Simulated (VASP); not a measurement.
# NaH in VASP: notebook

NaH is run at these levels: PBE; tasks: single point, relaxation of cell and atoms.

Everything below comes from runs of VASP 6.6.1. Logs are shortened: lines on timing, memory, paths and dates and some standing lists are left out, and cuts for length are marked.

## 1. The cell of the first run

Symmetry: Fm-3m, No. 225, cubic system. The conventional cell has a = 4.832 Å, b = 4.832 Å, c = 4.832 Å, α = 90.00°, β = 90.00°, γ = 90.00°. Na (site symmetry m-3m) has 6 H at 2.42 Å within 3.2 Å. Within 3.2 Å of H (site symmetry m-3m) lie 6 Na at 2.42 Å.

## 2. Single point, PBE

File INCAR:

```
SYSTEM = NaH
PREC = Accurate
ENCUT = 520
EDIFF = 1E-6
ISMEAR = 0
SIGMA = 0.02
LREAL = .FALSE.
LASPH = .TRUE.
NELM = 60
ALGO = Normal
ISIF = 2
LWAVE = .FALSE.
LCHARG = .FALSE.
GGA = PE
NBANDS = 11
```

File KPOINTS:

```
regular mesh
0
G
  8 8 8
  0 0 0
```

File POSCAR:

```
NaH
1.0
    0.0000000000      2.4157897303      2.4157897303
    2.4157897303      0.0000000000      2.4157897303
    2.4157897303      2.4157897303      0.0000000000
Na H
1 1
Direct
    0.5000000000      0.5000000000      0.5000000000
    0.0000000000      0.0000000000      0.0000000000
```

Potentials or basis: VASP PAW PBE potentials, release 64 (Na_pv, H).

Launch:

```bash
cat potpaw_PBE.64/Na_pv/POTCAR potpaw_PBE.64/H/POTCAR > POTCAR
mpirun -np 1 vasp_std > vasp.out
```

OUTCAR:

```text
SYSTEM = NaH
   PREC = Accurate
   ENCUT = 520
   EDIFF = 1E-6
   ISMEAR = 0
   LREAL = .FALSE.
   LASPH = .TRUE.
   NELM = 60
   ISIF = 2
   GGA = PE

 ion  position               nearest neighbor table
   1  0.500  0.500  0.500-
   2  0.000  0.000  0.000-

  LATTYP: Found a face centered cubic cell.
 ALAT       =     4.8315794606

  Lattice vectors:

 A1 = (   0.0000000000,   2.4157897303,   2.4157897303)
 A2 = (   2.4157897303,   0.0000000000,   2.4157897303)
 A3 = (   2.4157897303,   2.4157897303,   0.0000000000)

Analysis of symmetry for initial positions (statically):
=====================================================================
 Subroutine PRICEL returns:
 Original cell was already a primitive cell.

 Routine SETGRP: Setting up the symmetry group for a
 face centered cubic supercell.

 Subroutine GETGRP returns: Found 48 space group operations
 (whereof 48 operations were pure point group operations)
 out of a pool of 48 trial point group operations.

The static configuration has the point symmetry O_h .

Analysis of symmetry for dynamics (positions and initial velocities):
=====================================================================
 Subroutine PRICEL returns:
 Original cell was already a primitive cell.

 Routine SETGRP: Setting up the symmetry group for a
 face centered cubic supercell.

 Subroutine GETGRP returns: Found 48 space group operations
 (whereof 48 operations were pure point group operations)
 out of a pool of 48 trial point group operations.

The dynamic configuration has the point symmetry O_h .

 Subroutine INISYM returns: Found 48 space group operations
 (whereof 48 operations are pure point group operations),
 and found     1 'primitive' translations

----------------------------------------------------------------------------------------

                                     Primitive cell

  volume of cell :      28.1973

  direct lattice vectors                    reciprocal lattice vectors
     0.000000000  2.415789730  2.415789730    -0.206971656  0.206971656  0.206971656
     2.415789730  0.000000000  2.415789730     0.206971656 -0.206971656  0.206971656
     2.415789730  2.415789730  0.000000000     0.206971656  0.206971656 -0.206971656

  length of vectors
     3.416442600  3.416442600  3.416442600     0.358485423  0.358485423  0.358485423

  position of ions in fractional coordinates (direct lattice)
     0.500000000  0.500000000  0.500000000
     0.000000000  0.000000000  0.000000000

  ion indices of the primitive-cell ions
   primitive index   ion index
                 1           1
                 2           2

----------------------------------------------------------------------------------------

 KPOINTS: regular mesh

Automatic generation of k-mesh.
 Grid dimensions read from file:
 generate k-points for:    8    8    8

 Generating k-lattice:

  Cartesian coordinates                     Fractional coordinates (reciprocal lattice)
    -0.025871457  0.025871457  0.025871457     0.125000000  0.000000000  0.000000000
     0.025871457 -0.025871457  0.025871457     0.000000000  0.125000000  0.000000000
     0.025871457  0.025871457 -0.025871457     0.000000000  0.000000000  0.125000000

  Length of vectors
     0.044810678  0.044810678  0.044810678

  Shift w.r.t. Gamma in fractional coordinates (k-lattice)
     0.000000000  0.000000000  0.000000000

 Subroutine IBZKPT returns following result:
 ===========================================

 Found     29 irreducible k-points:

 Following reciprocal coordinates:
            Coordinates               Weight
  0.000000  0.000000  0.000000      1.000000
  0.125000  0.000000  0.000000      8.000000
  0.250000  0.000000  0.000000      8.000000
  0.375000  0.000000  0.000000      8.000000
  0.500000  0.000000  0.000000      4.000000
  0.125000  0.125000  0.000000      6.000000
[... 16 lines left out ...]
  0.500000  0.250000  0.125000     48.000000
 -0.375000  0.250000  0.125000     24.000000
 [... further k-points ...]
   k-points           NKPTS =     29   k-points in BZ     NKDIM =     29   number of bands    NBANDS=     11
   number of dos      NEDOS =    301   number of ions     NIONS =      2
   total plane-waves  NPLWV =  21952
   dimension x,y,z NGX =    28 NGY =   28 NGZ =   28
   dimension x,y,z NGXF=    56 NGYF=   56 NGZF=   56
   ions per type =               1   1
   NGX,Y,Z   is equivalent  to a cutoff of  13.62, 13.62, 13.62 a.u.
   NGXF,Y,Z  is equivalent  to a cutoff of  27.25, 27.25, 27.25 a.u.
 SYSTEM =  NaH
   PREC   = accura    normal or accurate (medium, high low for compatibility)
   ISTART =      0    job   : 0-new  1-cont  2-samecut
   ICHARG =      2    charge: 1-file 2-atom 10-const
   ISPIN  =      1    spin polarized calculation?
   LNONCOLLINEAR =      F non collinear calculations
   LSORBIT =      F    spin-orbit coupling
   LASPH  =      T    aspherical Exc in radial PAW
[... 36 lines left out ...]
  volume of cell :       28.20
 maximum number of plane-waves:       775
 NGX is ok and might be reduce to    28

 number of electron       7.9999998 magnetization

 Free energy of the ion-electron system (eV)
  ---------------------------------------------------
  ext. energy  EPLUGINS =         0.00000000
  ---------------------------------------------------
  free energy    TOTEN  =        -5.08761431 eV

  energy without entropy =       -5.08761431  energy(sigma->0) =       -5.08761431

 E-fermi :  -0.9554     XC(G=0):  -7.7719

 val. band max:       -1.1117955897   @ k =  -0.2500   0.5000   0.2500
 cond. band min:       2.6494709623   @ k =   0.5000   0.0000   0.0000
 fundamental gap:      3.7612665521
 Fermi energy:        -0.9554289694

 k-point     1 :       0.0000    0.0000    0.0000
  band No.  band energies     occupation
      1     -23.2131      2.00000
      2     -23.2131      2.00000
      3     -23.2131      2.00000
      4      -4.7310      2.00000
      5       9.3115      0.00000
      6      14.4947      0.00000
      7      14.4947      0.00000
      8      14.4948      0.00000
      9      15.3541      0.00000
     10      15.3541      0.00000
     11      15.3541      0.00000

 k-point     2 :       0.1250    0.0000    0.0000
  band No.  band energies     occupation
      1     -23.2271      2.00000
      2     -23.2148      2.00000
      3     -23.2148      2.00000
      4      -4.4626      2.00000
      5       8.4302      0.00000
      6      11.8828      0.00000
      7      13.6820      0.00000
      8      13.6820      0.00000
      9      16.3460      0.00000
     10      16.3460      0.00000
     11      16.4887      0.00000

 k-point     3 :       0.2500    0.0000    0.0000
  band No.  band energies     occupation
      1     -23.2604      2.00000
      2     -23.2188      2.00000
      3     -23.2188      2.00000
      4      -3.7000      2.00000
      5       6.1152      0.00000
      6      10.4172      0.00000
      7      12.8948      0.00000
      8      12.8948      0.00000
      9      16.3274      0.00000
     10      16.3274      0.00000
     11      17.6909      0.00000

 k-point     4 :       0.3750    0.0000    0.0000
  band No.  band energies     occupation
      1     -23.2933      2.00000
      2     -23.2228      2.00000
      3     -23.2228      2.00000
      4      -2.6316      2.00000
      5       3.7665      0.00000
      6       9.8369      0.00000
      7      12.4285      0.00000
      8      12.4285      0.00000
      9      15.5610      0.00000
     10      15.5610      0.00000
     11      17.9463      0.00000
[... 239 lines left out ...]
 k-point    22 :       0.3750    0.2500    0.1250
  band No.  band energies     occupation
      1     -23.2679      2.00000
      2     -23.2351      2.00000
      3     -23.2241      2.00000
      4      -3.0852      2.00000
      5       5.7548      0.00000
      6       8.1260      0.00000
      7      11.1396      0.00000
      8      14.0009      0.00000
      9      14.3174      0.00000
     10      16.8949      0.00000
     11      19.5211      0.00000

 k-point    23 :       0.5000    0.2500    0.1250
  band No.  band energies     occupation
      1     -23.2852      2.00000
      2     -23.2447      2.00000
      3     -23.2292      2.00000
      4      -2.1422      2.00000
      5       4.2798      0.00000
      6       6.9698      0.00000
      7      10.2658      0.00000
      8      13.8786      0.00000
      9      15.1810      0.00000
     10      17.1805      0.00000
     11      19.3223      0.00000

 k-point    24 :      -0.3750    0.2500    0.1250
  band No.  band energies     occupation
      1     -23.2925      2.00000
      2     -23.2477      2.00000
      3     -23.2320      2.00000
      4      -1.5947      2.00000
      5       3.4336      0.00000
      6       6.7099      0.00000
      7       9.9088      0.00000
      8      13.8147      0.00000
      9      15.0419      0.00000
     10      18.2631      0.00000
     11      20.3649      0.00000

 [... further k-points ...]

------------------------ aborting loop because EDIFF is reached ----------------------------------------

  FORCE on cell =-STRESS in cart. coord.  units (eV):
  Direction    XX          YY          ZZ          XY          YZ          ZX
  --------------------------------------------------------------------------------------
  -------------------------------------------------------------------------------------
  Total       -0.0038560     -0.0038560     -0.0038560      0.0000000     -0.0000000      0.0000000
  in kB       -0.2191007     -0.2191007     -0.2191007      0.0000000     -0.0000000      0.0000000
  external PRESSURE =      -0.2191007 kB  Pullay stress =       0.0000000 kB

 VOLUME and BASIS-vectors are now :
 -----------------------------------------------------------------------------
  energy-cutoff  :      520.00
  volume of cell :       28.20
      direct lattice vectors                 reciprocal lattice vectors
     0.000000000  2.415789730  2.415789730    -0.206971656  0.206971656  0.206971656
     2.415789730  0.000000000  2.415789730     0.206971656 -0.206971656  0.206971656
     2.415789730  2.415789730  0.000000000     0.206971656  0.206971656 -0.206971656

 POSITION                                       TOTAL-FORCE (eV/Angst)
 -----------------------------------------------------------------------------------
      2.41579      2.41579      2.41579         0.000000      0.000000      0.000000
      0.00000      0.00000      0.00000        -0.000000     -0.000000     -0.000000
 -----------------------------------------------------------------------------------
    total drift:                                0.000000      0.000000      0.000000

  FREE ENERGIE OF THE ION-ELECTRON SYSTEM (eV)
  ---------------------------------------------------
  free  energy   TOTEN  =        -5.0876143109 eV

  energy  without entropy=       -5.0876143109  energy(sigma->0) =       -5.08761431
```

It took 18 s on 1 thread of AMD EPYC 7R43 (Zen 3), shared host; peak memory 0.11 GiB.

Results:

| Item | Value |
| --- | --- |
| Free energy | -5.0876 eV |
| Pressure | 0.0 GPa |
| Band gap on the k mesh | 3.76 eV, indirect (least direct gap 4.62 eV) |

Levels at points of the mesh, in eV from the valence-band top:
| k point | band 2 | band 3 | band 4 | band 5 | band 6 | band 7 |
| --- | --- | --- | --- | --- | --- | --- |
| (0.00, 0.00, 0.00) | -22.10 | -22.10 | -3.62 | 10.42 | 15.61 | 15.61 |
| (0.50, 0.00, 0.00) | -22.11 | -22.11 | -0.86 | 3.76 | 10.79 | 13.39 |
| (0.50, 0.50, 0.00) | -22.13 | -22.13 | -0.18 | 4.64 | 10.04 | 10.68 |

## 3. Single point, PBE

File INCAR:

```
PREC = Accurate
ENCUT = 520
EDIFF = 1E-7
ISMEAR = 0
SIGMA = 0.02
LREAL = F
LASPH = T
NELM = 100
ALGO = Normal
ISIF = 2
LWAVE = F
LCHARG = F
GGA = PE
NBANDS = 11
```

File KPOINTS:

```
Automatic mesh
0
Gamma
  8 8 8
```

POSCAR is that of step 2.

Potentials or basis: VASP PAW PBE potentials, release 64 (Na_pv, H).

Launch:

```bash
cat potpaw_PBE.64/Na_pv/POTCAR potpaw_PBE.64/H/POTCAR > POTCAR
mpirun -np 1 vasp_std > vasp.out
```

Wall time 18 s (1 thread of AMD EPYC 7R43 (Zen 3), shared host); peak memory 0.11 GiB.

It converged, with:

- Free energy: -5.0876 eV
- Pressure: 0.0 GPa
- Band gap on the k mesh: 3.76 eV, indirect (least direct gap 4.62 eV)

Levels at points of the mesh, in eV from the valence-band top:
```csv
k point,band 1,band 2,band 3,band 4,band 5,band 6,band 7,band 8,band 9
"(0.00, 0.00, 0.00)",-22.10,-22.10,-22.10,-3.62,10.42,15.61,15.61,15.61,16.47
"(0.50, 0.00, 0.00)",-22.19,-22.11,-22.11,-0.86,3.76,10.79,13.39,13.39,16.38
"(0.50, 0.50, 0.00)",-22.18,-22.13,-22.13,-0.18,4.64,10.04,10.68,10.68,11.77
```

A k mesh can miss the band edges. As with any semilocal functional, this PBE gap is likely too small.

## 4. Relaxation of cell and atoms, PBE

File INCAR:

```
PREC = Accurate
ENCUT = 600
EDIFF = 1E-6
ISMEAR = 0
SIGMA = 0.02
LREAL = F
LASPH = T
NELM = 100
ALGO = Normal
ISIF = 3
LWAVE = F
LCHARG = F
GGA = PE
IBRION = 2
NSW = 100
EDIFFG = -0.01
```

KPOINTS is that of step 3.

POSCAR is that of step 3.

Launch:

```bash
cat potpaw_PBE.64/Na_pv/POTCAR potpaw_PBE.64/H/POTCAR > POTCAR
mpirun -np 1 vasp_std > vasp.out
```

Run time: 18 s. Hardware: 1 thread of AMD EPYC 7R43 (Zen 3), shared host; peak memory 0.11 GiB.

It converged, with:

```
Free energy             : -5.0879 eV
Pressure after relaxing : 0.0 GPa
Band gap on the k mesh  : 3.76 eV, indirect (least direct gap 4.62 eV)
```

Final structure:
```
Na H
1.0
     0.00000    2.41579    2.41579
     2.41579    0.00000    2.41579
     2.41579    2.41579    0.00000
Na H
1 1
Direct
  0.50000 0.50000 0.50000
  0.00000 0.00000 0.00000
```

Levels at points of the mesh, in eV from the valence-band top:
```csv
k point,band 1,band 2,band 3,band 4,band 5,band 6,band 7,band 8
"(0.00, 0.00, 0.00)",-22.10,-22.10,-22.10,-3.62,10.42,15.61,15.61,15.61
"(0.50, 0.00, 0.00)",-22.19,-22.11,-22.11,-0.86,3.76,10.79,13.39,13.39
"(0.50, 0.50, 0.00)",-22.18,-22.13,-22.13,-0.18,4.64,10.04,10.68,10.68
```

Caveat: the relaxation stopped at its first step, so nothing moved. Expect the measured gap to be larger: semilocal functionals such as PBE lack the derivative discontinuity.

## 5. Single point, PBE

This run uses another cell than the first one: it holds 4 atoms, not 2.

File INCAR:

```
SYSTEM = NaH
  PREC = Accurate
  ENCUT = 520
  EDIFF = 1E-7
  ISMEAR = 0
  SIGMA = 0.1
  LREAL = .False.
  LASPH = .True.
  NELM = 100
  ALGO = Normal
  ISIF = 2
  LWAVE = .False.
  LCHARG = .False.
  GGA = PE
  NBANDS = 16
```

File KPOINTS:

```
Automatic mesh
0
Gamma
  6 6 4
  0 0 0
```

File POSCAR:

```
NaH
1.0
    3.4178383597      0.0000000000      0.0000000000
    0.0000000000      3.4174335952      0.0000000000
    0.0000000000      0.0000000000      4.8282040635
Na H
2 2
Direct
    0.0000000000      0.0000000000      0.7498200969
    0.5000000000      0.5000000000      0.2501799031
    0.0000000000      0.0000000000      0.2504314263
    0.5000000000      0.5000000000      0.7495685737
```

Launch:

```bash
cat potpaw_PBE.64/Na_pv/POTCAR potpaw_PBE.64/H/POTCAR > POTCAR
mpirun -np 1 vasp_std > vasp.out
```

Wall time 68 s (1 thread of AMD EPYC 7R43 (Zen 3), shared host); peak memory 0.15 GiB.

It converged, with:

```yaml
Free_energy: -10.1752 eV
Pressure: 0.0 GPa
Largest_force: 0.005 eV/Å
Band_gap_on_the_k_mesh: 3.76 eV
```

Forces in eV/Å, atoms in the order of the input:
```
Na   0.000  0.000  0.002
Na   0.000  0.000 -0.002
H    0.000  0.000 -0.005
H    0.000  0.000  0.005
```

Levels at points of the mesh, in eV from the valence-band top:
| k point | band 5 | band 6 | band 7 | band 8 | band 9 | band 10 | band 11 | band 12 |
| --- | --- | --- | --- | --- | --- | --- | --- | --- |
| (0.00, 0.00, 0.00) | -22.10 | -22.10 | -3.62 | -0.17 | 4.65 | 10.03 | 10.42 | 10.67 |
| (0.50, 0.00, 0.00) | -22.11 | -22.11 | -1.19 | -1.19 | 5.87 | 5.87 | 7.45 | 7.45 |
| (0.00, 0.50, 0.00) | -22.11 | -22.11 | -1.19 | -1.19 | 5.87 | 5.87 | 7.45 | 7.45 |
| (0.50, 0.50, 0.00) | -22.13 | -22.13 | -0.18 | -0.18 | 4.64 | 4.64 | 10.04 | 10.04 |
| (0.00, 0.00, 0.50) | -22.12 | -22.12 | -2.28 | -2.27 | 7.48 | 7.50 | 11.62 | 11.62 |
| (0.50, 0.00, 0.50) | -22.11 | -22.11 | -0.86 | -0.86 | 3.76 | 3.76 | 10.79 | 10.79 |
| (0.00, 0.50, 0.50) | -22.11 | -22.11 | -0.86 | -0.86 | 3.76 | 3.76 | 10.79 | 10.79 |
| (0.50, 0.50, 0.50) | -22.13 | -22.13 | 0.00 | 0.00 | 6.03 | 6.03 | 6.03 | 6.03 |

A k mesh can miss the band edges.

## 6. Single point, PBE

This run uses another cell than the first one: it holds 8 atoms, not 2.

File INCAR:

```
PREC = Accurate
ENCUT = 520
EDIFF = 1E-6
ISMEAR = 0
SIGMA = 0.1
LREAL = F
LASPH = T
NELM = 60
ALGO = Normal
ISIF = 2
LWAVE = F
LCHARG = T
GGA = PE
LELF = T
LVHAR = T
NBANDS = 26
```

File KPOINTS:

```
regular mesh
0
Gamma
  4 4 4
```

File POSCAR:

```
NaH
1.0
    2.4157897303      2.4157897303      0.0000000000
    2.4157897303     -2.4157897303      4.8315794606
    2.4157897303     -2.4157897303     -4.8315794606
Na H
4 4
Direct
    0.0000000000      0.2500000000      0.7500000000
    0.5000000000      0.7500000000      0.7500000000
    0.5000000000      0.2500000000      0.2500000000
    0.0000000000      0.7500000000      0.2500000000
    0.0000000000      0.0000000000      0.0000000000
    0.5000000000      0.5000000000      0.0000000000
    0.5000000000      1.0000000000      0.5000000000
    0.0000000000      0.5000000000      0.5000000000
```

Potentials or basis: VASP PAW PBE potentials, release 64 (Na_pv, H).

Launch:

```bash
cat potpaw_PBE.64/Na_pv/POTCAR potpaw_PBE.64/H/POTCAR > POTCAR
mpirun -np 1 vasp_std > vasp.out
```

It took 72 s on 1 thread of AMD EPYC 7R43 (Zen 3), shared host; peak memory 0.2 GiB.

It converged, with:

* Free energy: -20.3505 eV
* Pressure: 0.0 GPa
* Band gap on the k mesh: 3.76 eV

Levels at points of the mesh, in eV from the valence-band top:
```tsv
k point	band 14	band 15	band 16	band 17	band 18	band 19
(0.00, 0.00, 0.00)	-0.86	-0.86	-0.18	3.76	3.76	4.64
(0.50, 0.00, 0.00)	-1.19	0.00	0.00	5.86	5.86	6.03
(0.00, 0.50, 0.00)	-2.59	-0.63	-0.63	5.05	5.05	7.23
(0.50, 0.50, 0.00)	-0.63	-0.63	-0.63	5.05	5.05	5.05
(0.00, 0.50, 0.50)	-2.28	-1.19	-1.19	5.86	5.86	7.45
(0.50, 0.50, 0.50)	-0.86	-0.18	-0.18	3.76	3.76	4.64
```

Caveat: the k points lie up to 0.46 Å⁻¹ apart.

## 7. Summary

| task | cell | k mesh | cutoff (eV) | smearing | gap on the mesh (eV) | pressure (GPa) |
| --- | --- | --- | --- | --- | --- | --- |
| single point | a = 3.416 Å, angles 60.0°, 2 atoms | 8 × 8 × 8 | 520 | gaussian 0.02 eV | 3.76 | 0.0 |
| relaxation of cell and atoms | relaxed from a = 3.416 Å, angles 60.0°, 2 atoms | 8 × 8 × 8 | 600 | gaussian 0.02 eV | 3.76 | 0.0 |
| single point | a = 3.418, b = 3.417, c = 4.828 Å, 4 atoms | 6 × 6 × 4 | 520 | gaussian 0.1 eV | 3.76 | 0.0 |
| single point | a = 3.416, b = 5.917, c = 5.917 Å, angles 109.5, 90.0, 90.0°, 8 atoms | 4 × 4 × 4 | 520 | gaussian 0.1 eV | 3.76 | 0.0 |

Alike in all rows: level PBE; potentials or basis VASP PAW PBE potentials, release 64 (Na_pv, H); no spin polarisation.

Caveats: some runs use coarse meshes; the relaxation stopped at its first step, so nothing moved (some runs).

Absolute energies hang on the potentials; compare differences alone.
